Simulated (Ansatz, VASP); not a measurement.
**One calculation of Li2O, two programs**

```
Li O
1.0
     0.00000    2.24276    2.24276
     2.24276    0.00000    2.24276
     2.24276    2.24276    0.00000
Li O
2 1
Direct
  0.25000 0.25000 0.25000
  0.75000 0.75000 0.75000
  0.00000 0.00000 0.00000
```

Alike in both runs: task single point; functional LDA; k mesh 8 × 8 × 8; occupations gaussian, width 0.02 eV; no spin polarisation.

|  | VASP | Ansatz |
| --- | --- | --- |
| version | VASP 6.6.1 | Ansatz 0.2.0 |
| potentials or method | VASP PAW LDA potentials, release 64 (Li_sv, O), cutoff 750 eV | scalar-relativistic, plane waves, PAW |
| valence electrons in the cell | 12 | 12 |

|  | VASP | Ansatz | Ansatz less VASP |
| --- | --- | --- | --- |
| gap on the k mesh at the Fermi level (eV) | 4.96 | 4.97 | +0.010 |
| least direct gap on the mesh (eV) | 5.93 | 5.92 | -0.006 |
| pressure (GPa) | 0.3 | 0.5 | +0.27 |

LDA's correlation is that of Perdew and Zunger in VASP and of Perdew and Wang (1992) in Ansatz.
